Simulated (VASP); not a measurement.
# Cl (Cmce) in VASP: settings compared

Aim: see how the results for Cl move with the level of theory and the settings. Levels: r2SCAN, PBE. Tasks: single point.

Program: VASP 6.6.1. These are calculated values, not measurements. Logs are shortened: lines on timing, memory, paths and dates and some standing lists are left out, and cuts for length are marked.

## Step 1: The cell of the first run

The structure is orthorhombic, space group Cmce (No. 64). The conventional cell has a = 6.250 Å, b = 4.014 Å, c = 8.147 Å, α = 90.00°, β = 90.00°, γ = 90.00°. Within 2.7 Å of Cl (site symmetry m) lie 1 Cl at 2.02 Å.

## Step 2: Single point, r2SCAN

Contents of POSCAR:

```
Cl
1.0
    3.1252368015     -2.0072452613      0.0000000000
    3.1252368015      2.0072452613      0.0000000000
    0.0000000000      0.0000000000      8.1465599039
Cl
4
Direct
    0.8756350160      0.1243649840      0.6074783242
    0.1243649840      0.8756350160      0.3925216758
    0.6243649840      0.3756350160      0.1074783242
    0.3756350160      0.6243649840      0.8925216758
```

Contents of INCAR.step1:

```
  PREC = Accurate
  ENCUT = 520
  ISMEAR = 0
  SIGMA = 0.01
  LREAL = F
  LASPH = T
  NELM = 80
  NBANDS = 22
  GGA = PE
  ALGO = Normal
  EDIFF = 1E-4
  LWAVE = T
  LCHARG = F
```

Contents of INCAR.step2:

```
  PREC = Accurate
  ENCUT = 520
  EDIFF = 1E-7
  ISMEAR = 0
  SIGMA = 0.01
  LREAL = F
  LASPH = T
  NELM = 80
  ALGO = Normal
  ISIF = 2
  LWAVE = F
  LCHARG = F
  METAGGA = R2SCAN
  LMIXTAU = T
  NBANDS = 22
  ISTART = 1
```

Contents of KPOINTS:

```
Automatic mesh
0
Gamma
  6 6 2
```

Potentials or basis: VASP PAW PBE potentials, release 64 (Cl).

Launch:

```
cat potpaw_PBE.64/Cl/POTCAR > POTCAR
cp INCAR.step1 INCAR
mpirun -np 1 vasp_std > vasp.out
cp INCAR.step2 INCAR
mpirun -np 1 vasp_std > vasp.out
```

OUTCAR:

```text
PREC = Accurate
   ENCUT = 520
   EDIFF = 1E-7
   ISMEAR = 0
   LREAL = F
   LASPH = T
   NELM = 80
   ISIF = 2
   METAGGA = R2SCAN
   ISTART = 1

 ion  position               nearest neighbor table
   1  0.876  0.124  0.607-   2 2.02
   2  0.124  0.876  0.393-   1 2.02
   3  0.624  0.376  0.107-   4 2.02
   4  0.376  0.624  0.893-   3 2.02

  LATTYP: Found a base centered orthorhombic cell.
 ALAT       =     4.0144905226
 B/A-ratio  =     1.5569780444
 C/A-ratio  =     2.0292886128

  Lattice vectors:

 A1 = (  -3.1252368015,  -2.0072452613,   0.0000000000)
 A2 = (   3.1252368015,  -2.0072452613,   0.0000000000)
 A3 = (   0.0000000000,   0.0000000000,   8.1465599039)

Analysis of symmetry for initial positions (statically):
=====================================================================
 Subroutine PRICEL returns:
 Original cell was already a primitive cell.

 Routine SETGRP: Setting up the symmetry group for a
 base centered orthorhombic supercell.

 Subroutine GETGRP returns: Found  8 space group operations
 (whereof  4 operations were pure point group operations)
 out of a pool of  8 trial point group operations.

The static configuration has the point symmetry C_2h.
 The point group associated with its full space group is D_2h.

Analysis of symmetry for dynamics (positions and initial velocities):
=====================================================================
 Subroutine PRICEL returns:
 Original cell was already a primitive cell.

 Routine SETGRP: Setting up the symmetry group for a
 base centered orthorhombic supercell.

 Subroutine GETGRP returns: Found  8 space group operations
 (whereof  4 operations were pure point group operations)
 out of a pool of  8 trial point group operations.

The dynamic configuration has the point symmetry C_2h.
 The point group associated with its full space group is D_2h.

 Subroutine INISYM returns: Found  8 space group operations
 (whereof  4 operations are pure point group operations),
 and found     1 'primitive' translations

----------------------------------------------------------------------------------------

                                     Primitive cell

  volume of cell :     102.2086

  direct lattice vectors                    reciprocal lattice vectors
     3.125236801 -2.007245261  0.000000000     0.159987877 -0.249097611  0.000000000
     3.125236801  2.007245261  0.000000000     0.159987877  0.249097611  0.000000000
     0.000000000  0.000000000  8.146559904     0.000000000  0.000000000  0.122751199

  length of vectors
     3.714315361  3.714315361  8.146559904     0.296050233  0.296050233  0.122751199

  position of ions in fractional coordinates (direct lattice)
     0.875635016  0.124364984  0.607478324
     0.124364984  0.875635016  0.392521676
     0.624364984  0.375635016  0.107478324
     0.375635016  0.624364984  0.892521676

  ion indices of the primitive-cell ions
   primitive index   ion index
                 1           1
                 2           2
                 3           3
                 4           4

----------------------------------------------------------------------------------------

 KPOINTS: Automatic mesh

Automatic generation of k-mesh.
 Grid dimensions read from file:
 generate k-points for:    6    6    2

 Generating k-lattice:

  Cartesian coordinates                     Fractional coordinates (reciprocal lattice)
     0.026664646 -0.041516269  0.000000000     0.166666667 -0.000000000  0.000000000
     0.026664646  0.041516269  0.000000000    -0.000000000  0.166666667  0.000000000
     0.000000000  0.000000000  0.061375600     0.000000000  0.000000000  0.500000000

  Length of vectors
     0.049341706  0.049341706  0.061375600

  Shift w.r.t. Gamma in fractional coordinates (k-lattice)
     0.000000000  0.000000000  0.000000000

 Subroutine IBZKPT returns following result:
 ===========================================

 Found     26 irreducible k-points:

 Following reciprocal coordinates:
            Coordinates               Weight
  0.000000  0.000000  0.000000      1.000000
  0.166667  0.000000  0.000000      4.000000
  0.333333 -0.000000  0.000000      4.000000
  0.500000 -0.000000  0.000000      2.000000
  0.166667  0.166667  0.000000      2.000000
  0.333333  0.166667  0.000000      4.000000
[... 16 lines left out ...]
  0.333333  0.333333  0.500000      2.000000
  0.500000  0.333333  0.500000      4.000000
 [... further k-points ...]
   k-points           NKPTS =     26   k-points in BZ     NKDIM =     26   number of bands    NBANDS=     22
   number of dos      NEDOS =    301   number of ions     NIONS =      4
   total plane-waves  NPLWV =  50176
   dimension x,y,z NGX =    28 NGY =   28 NGZ =   64
   dimension x,y,z NGXF=    56 NGYF=   56 NGZF=  128
   ions per type =               4
   NGX,Y,Z   is equivalent  to a cutoff of  12.53, 12.53, 13.06 a.u.
   NGXF,Y,Z  is equivalent  to a cutoff of  25.06, 25.06, 26.12 a.u.
 SYSTEM =  unknown system
   PREC   = accura    normal or accurate (medium, high low for compatibility)
   ISTART =      1    job   : 0-new  1-cont  2-samecut
   ICHARG =      0    charge: 1-file 2-atom 10-const
   ISPIN  =      1    spin polarized calculation?
   LNONCOLLINEAR =      F non collinear calculations
   LSORBIT =      F    spin-orbit coupling
   LASPH  =      T    aspherical Exc in radial PAW
   ENCUT  =  520.0 eV  38.22 Ry    6.18 a.u.   6.91  6.91 15.15*2*pi/ulx,y,z
   NELM   =     80;   NELMIN=  2; NELMDL=  0     # of ELM steps
   EDIFF  = 0.1E-06   stopping-criterion for ELM
   LREAL  =      F    real-space projection
   EDIFFG = 0.1E-05   stopping-criterion for IOM
   NSW    =      0    number of steps for IOM
   IBRION =     -1    ionic relax: 0-MD 1-quasi-New 2-CG
   NFREE  =      0    steps in history (QN), initial steepest desc. (CG)
   ISIF   =      2    stress and relaxation
   ISYM   =      2    0-nonsym 1-usesym 2-fastsym
   POTIM  = 0.5000    time-step for ionic-motion
   TEBEG  =    0.0;   TEEND  =   0.0 temperature during run
   PSTRESS=    0.0 pullay stress
   NELECT =      28.0000    total number of electrons
   NUPDOWN=      -1.0000    fix difference up-down
   EMIN   =  10.00;   EMAX   =-10.00  energy-range for DOS
   EFERMI =   0.00;   METHOD = LEGACY
   ISMEAR =     0;   SIGMA  =   0.01  broadening in eV -4-tet -1-fermi 0-gaus
   EFERMI_NEDOS =   21; number of points for ismear=-14 and -15
   IALGO  =     38    algorithm
   IMIX   =      4    mixing-type and parameters
     AMIX     =   0.40;   BMIX     =  1.00
     AMIX_MAG =   1.60;   BMIX_MAG =  1.00
  volume/ion in A,a.u.               =      25.55       172.43
  Fermi-wavevector in a.u.,A,eV,Ry     =   1.063241  2.009234 15.381128  1.130481
  Thomas-Fermi vector in A             =   2.198719
   LORBIT       =      0    0 simple, 1 ext, 2 COOP (PROOUT), +10 PAW based schemes
   METAGGA = R2SCAN    functional components
   LHFCALC =     F    Hartree Fock is set to
   AEXX    =    0.0000 exact exchange contribution
   IVDW    =     0    specifies the selected vdW correction
   LEPSILON=     F    determine dielectric tensor
   LRPA    =     F    only Hartree local field effects (RPA)
 non-spin polarized calculation
 Gauss-broadening in eV      SIGMA  =   0.01
  energy-cutoff  :      520.00
  volume of cell :      102.21
 maximum number of plane-waves:      2786
   NGX = 13   NGY = 13   NGZ = 31

 number of electron      28.0000005 magnetization

 Free energy of the ion-electron system (eV)
  ---------------------------------------------------
  ext. energy  EPLUGINS =         0.00000000
  ---------------------------------------------------
  free energy    TOTEN  =       -24.57474535 eV

  energy without entropy =      -24.57474535  energy(sigma->0) =      -24.57474535

 E-fermi :   0.1286     XC(G=0):  -8.8187

 val. band max:        0.0787603803   @ k =   0.0000   0.0000   0.0000
 cond. band min:       2.6737163295   @ k =   0.0000   0.0000   0.0000
 fundamental gap:      2.5949559493
 Fermi energy:         0.1286272481

 k-point     1 :       0.0000    0.0000    0.0000
  band No.  band energies     occupation
      1     -17.5688      2.00000
      2     -17.2063      2.00000
      3     -13.5637      2.00000
      4     -12.5433      2.00000
      5      -5.9139      2.00000
      6      -4.3928      2.00000
[... 14 lines left out ...]
     21      11.5207      0.00000
     22      11.6113      0.00000

 k-point     2 :       0.1667    0.0000    0.0000
  band No.  band energies     occupation
      1     -17.4890      2.00000
      2     -17.1696      2.00000
      3     -13.4887      2.00000
      4     -12.6098      2.00000
      5      -5.8871      2.00000
      6      -4.5422      2.00000
[... 14 lines left out ...]
     21      10.9098      0.00000
     22      11.6840      0.00000

 k-point     3 :       0.3333   -0.0000    0.0000
  band No.  band energies     occupation
      1     -17.3035      2.00000
      2     -17.1122      2.00000
      3     -13.2954      2.00000
      4     -12.7954      2.00000
      5      -5.8018      2.00000
      6      -5.0106      2.00000
[... 14 lines left out ...]
     21      11.4643      0.00000
     22      12.2339      0.00000
[... 476 lines left out ...]
 k-point    23 :       0.3333    0.3333    0.5000
  band No.  band energies     occupation
      1     -17.2007      2.00000
      2     -17.2007      2.00000
      3     -12.9274      2.00000
      4     -12.9274      2.00000
      5      -5.1799      2.00000
      6      -5.1799      2.00000
[... 14 lines left out ...]
     21      11.0673      0.00000
     22      11.0673      0.00000

 k-point    24 :       0.5000    0.3333    0.5000
  band No.  band energies     occupation
      1     -17.1342      2.00000
      2     -17.1342      2.00000
      3     -12.9224      2.00000
      4     -12.9224      2.00000
      5      -5.2121      2.00000
      6      -5.2121      2.00000
[... 14 lines left out ...]
     21      11.3369      0.00000
     22      11.3369      0.00000

 [... further k-points ...]

------------------------ aborting loop because EDIFF is reached ----------------------------------------

  FORCE on cell =-STRESS in cart. coord.  units (eV):
  Direction    XX          YY          ZZ          XY          YZ          ZX
  --------------------------------------------------------------------------------------
  -------------------------------------------------------------------------------------
  Total        0.4995080      0.2828473     -0.2285262      0.0000000      0.0000000      0.0000000
  in kB        7.8300662      4.4337881     -3.5822746      0.0000000      0.0000000      0.0000000
  external PRESSURE =       2.8938599 kB  Pullay stress =       0.0000000 kB

 VOLUME and BASIS-vectors are now :
 -----------------------------------------------------------------------------
  energy-cutoff  :      520.00
  volume of cell :      102.21
      direct lattice vectors                 reciprocal lattice vectors
     3.125236801 -2.007245261  0.000000000     0.159987877 -0.249097611  0.000000000
     3.125236801  2.007245261  0.000000000     0.159987877  0.249097611  0.000000000
     0.000000000  0.000000000  8.146559904     0.000000000  0.000000000  0.122751199

 POSITION                                       TOTAL-FORCE (eV/Angst)
 -----------------------------------------------------------------------------------
      3.12524     -1.50798      4.94886         0.000000     -0.116443     -0.205543
      3.12524      1.50798      3.19770         0.000000      0.116443      0.205543
      3.12524     -0.49926      0.87558         0.000000      0.116443     -0.205543
      3.12524      0.49926      7.27098         0.000000     -0.116443      0.205543
 -----------------------------------------------------------------------------------
    total drift:                               -0.000000      0.000000      0.000000

  FREE ENERGIE OF THE ION-ELECTRON SYSTEM (eV)
  ---------------------------------------------------
  free  energy   TOTEN  =       -24.5747453508 eV

  energy  without entropy=      -24.5747453508  energy(sigma->0) =      -24.57474535
```

Run time: 3.4 min. Hardware: 1 thread of Intel Xeon Platinum 8259CL at 2.50GHz (Skylake/Cascade Lake), shared host; peak memory 0.23 GiB.

Results:

| Item | Value |
| --- | --- |
| Free energy | -24.5747 eV |
| Pressure | 0.3 GPa |
| Largest force | 0.236 eV/Å |
| Band gap on the k mesh | 2.59 eV, direct |

Forces in eV/Å, atoms in the order of the input:
```
Cl   0.000 -0.116 -0.206
Cl   0.000  0.116  0.206
Cl   0.000  0.116 -0.206
Cl   0.000 -0.116  0.206
```

Stress tensor (GPa, compression positive):
```
 0.78  0.00  0.00
 0.00  0.44  0.00
 0.00  0.00 -0.36
```

Caveat: the PAW data sets were made with another functional, which shifts forces and pressure a little. r2SCAN opens gaps a little over a GGA but as a rule still falls short of measured ones.

## Step 3: Single point, PBE

Contents of INCAR:

```
SYSTEM = Cl
PREC     = Accurate       ! precision mode
ENCUT    = 520            ! plane-wave cutoff, eV
EDIFF    = 1E-6           ! SCF threshold, eV
ISMEAR   = 0              ! smearing method
SIGMA    = 0.01           ! smearing width, eV
LREAL    = .FALSE.        ! projectors in reciprocal space
LASPH    = .TRUE.         ! aspherical terms in the spheres
NELM     = 60             ! most SCF steps
ALGO     = Normal         ! electronic algorithm
ISIF     = 2              ! what is computed and relaxed
LWAVE    = .FALSE.        ! write WAVECAR
LCHARG   = .FALSE.        ! write CHGCAR
GGA      = PE             ! functional
NBANDS   = 22             ! bands
```

Contents of KPOINTS:

```
regular mesh
0
G
  8 8 4
  0 0 0
```

POSCAR is that of step 2.

Potentials or basis: VASP PAW PBE potentials, release 64 (Cl).

Launch:

```
cat potpaw_PBE.64/Cl/POTCAR > POTCAR
mpirun -np 1 vasp_std > vasp.out
```

Run time: 2.1 min. Hardware: 1 thread of Intel Xeon Platinum 8259CL at 2.50GHz (Skylake/Cascade Lake), shared host; peak memory 0.25 GiB.

It converged, with:

```yaml
Free_energy: -7.2390 eV
Pressure: 1.8 GPa
Largest_force: 0.039 eV/Å
Band_gap_on_the_k_mesh: 2.25 eV, direct
```

Forces on the atoms (eV/Å):
```
Cl   0.000 -0.006  0.038
Cl   0.000  0.006 -0.038
Cl   0.000  0.006  0.038
Cl   0.000 -0.006 -0.038
```

Stress tensor (GPa, compression positive):
```
2.20 0.00 0.00
0.00 1.80 0.00
0.00 0.00 1.46
```

Levels at points of the mesh, in eV from the valence-band top:
| k point | band 12 | band 13 | band 14 | band 15 | band 16 | band 17 |
| --- | --- | --- | --- | --- | --- | --- |
| (0.00, 0.00, 0.00) | -0.44 | -0.11 | 0.00 | 2.25 | 3.22 | 7.06 |
| (0.50, 0.00, 0.00) | -0.99 | -0.31 | -0.31 | 2.99 | 2.99 | 8.03 |
| (0.50, 0.50, 0.00) | -1.21 | -0.51 | -0.27 | 2.33 | 2.97 | 8.29 |
| (0.00, 0.00, 0.50) | -0.86 | -0.05 | -0.05 | 2.67 | 2.67 | 7.44 |
| (0.50, 0.00, 0.50) | -0.70 | -0.08 | -0.08 | 2.66 | 2.66 | 8.33 |
| (0.50, 0.50, 0.50) | -0.99 | -0.90 | -0.90 | 2.59 | 2.59 | 8.91 |
